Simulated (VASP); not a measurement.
**Al (a cell with a defect): single point with LDA**

Al (a cell with a defect):

```
Al
1.0
     8.10000    0.00000    0.00000
     0.00000    8.10000    0.00000
     0.00000    0.00000    8.10000
Al
33
Direct
  0.49716 0.99751 0.00257
  0.75006 0.24992 0.99538
  0.74966 0.01470 0.24987
  0.00284 0.99720 0.00288
  0.24983 0.25043 0.98541
  0.49758 0.50247 0.00216
  0.74966 0.75022 0.98541
  0.25017 0.05878 0.25036
  0.51469 0.25043 0.24987
  0.74967 0.48529 0.24987
  0.49759 0.99793 0.49764
  0.75006 0.24991 0.50470
  0.75006 0.00471 0.75018
  0.00244 0.50279 0.00248
  0.25018 0.74976 0.94125
  0.98530 0.25044 0.24987
  0.25019 0.44383 0.25037
  0.55647 0.74975 0.25036
  0.00241 0.99762 0.49732
  0.24983 0.25043 0.51479
  0.49801 0.50203 0.49806
  0.74967 0.75022 0.51480
  0.24982 0.01471 0.74964
  0.50462 0.24991 0.75018
  0.75007 0.49538 0.75018
  0.94151 0.74976 0.25036
  0.00201 0.50236 0.49774
  0.25019 0.74975 0.55625
  0.99530 0.24992 0.75018
  0.24983 0.48528 0.74965
  0.51471 0.75022 0.74965
  0.98529 0.75022 0.74964
  0.24865 0.75176 0.24830
```

```json
{"Program": "VASP 6.6.1", "Task": "single point", "Functional": "LDA", "Potentials or basis": "VASP PAW LDA potentials, release 64 (Al)", "Cutoff": "520 eV", "k mesh": "3 × 3 × 3", "Occupations": "gaussian, width 0.1 eV", "Spin": "no spin polarisation", "Dipole correction": "no", "Further INCAR settings": "LREAL = Auto; ALGO = Normal; EDIFF = 1e-06; NBANDS = 72"}
```

The pressure is 1.3 GPa and the largest force is 0.025 eV/Å.

Forces on the atoms (eV/Å):
```
Al   0.000  0.002 -0.001
Al   0.000  0.000 -0.009
Al   0.000  0.002  0.000
Al   0.000  0.001  0.000
Al   0.000  0.000 -0.001
Al   0.000  0.000 -0.002
Al   0.000 -0.001 -0.002
Al   0.001  0.022  0.000
Al   0.000  0.000  0.000
Al   0.000  0.000  0.000
Al   0.001  0.002  0.001
Al   0.000 -0.001  0.007
Al   0.000  0.009  0.001
Al  -0.001  0.001 -0.001
Al   0.000  0.000 -0.020
Al  -0.002  0.000  0.000
Al   0.000 -0.025  0.000
Al   0.023  0.000  0.000
Al  -0.001  0.001 -0.001
Al   0.001  0.000  0.000
Al   0.001 -0.001  0.001
Al   0.000 -0.001  0.000
Al   0.001  0.002  0.000
Al   0.007  0.000  0.001
Al   0.000 -0.007  0.001
Al  -0.022  0.000 -0.001
Al  -0.002  0.000  0.000
Al   0.001  0.000  0.024
Al  -0.009  0.000  0.000
Al   0.001  0.000  0.000
Al   0.000 -0.001  0.000
Al  -0.002 -0.001  0.000
Al   0.002 -0.003  0.002
```

Levels at points of the mesh, in eV from the Fermi level:
| k point | band 45 | band 46 | band 47 | band 48 | band 49 | band 50 | band 51 | band 52 | band 53 | band 54 |
| --- | --- | --- | --- | --- | --- | --- | --- | --- | --- | --- |
| (0.00, 0.00, 0.00) | -0.72 | -0.46 | -0.46 | -0.08 | 0.24 | 0.24 | 0.24 | 0.43 | 0.43 | 0.50 |

Run time: 17 min on 1 thread of Oxide Virtual Turin-like Processor, on a shared host, peak memory 0.52 GiB.
